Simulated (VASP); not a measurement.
The system is Ga.

```
Ga
1.0
     2.31080   -3.87292    0.00000
     2.31080    3.87292    0.00000
     0.00000    0.00000    4.54631
Ga
4
Direct
  0.84421 0.15579 0.08394
  0.65579 0.34421 0.58394
  0.15579 0.84421 0.91606
  0.34421 0.65579 0.41606
```

Program: VASP 6.6.1. Alike in all runs: task single point; level PBE; potentials or basis VASP PAW PBE potentials, release 64 (Ga_d); no spin polarisation; cell as given; cutoff (eV) 520; smearing fermi-dirac 0.1 eV. Hardware: 1 thread of Intel(R) Xeon(R) Platinum 8488C (Sapphire Rapids), on a shared host.

Task: Order these runs on this cell by their wall time, lowest first.
A. k mesh 7 × 7 × 6
B. k mesh 4 × 4 × 4
C. k mesh 3 × 3 × 3

Result: C (14 s), B (31 s), A (90 s).

Caveats: some runs use coarse meshes.
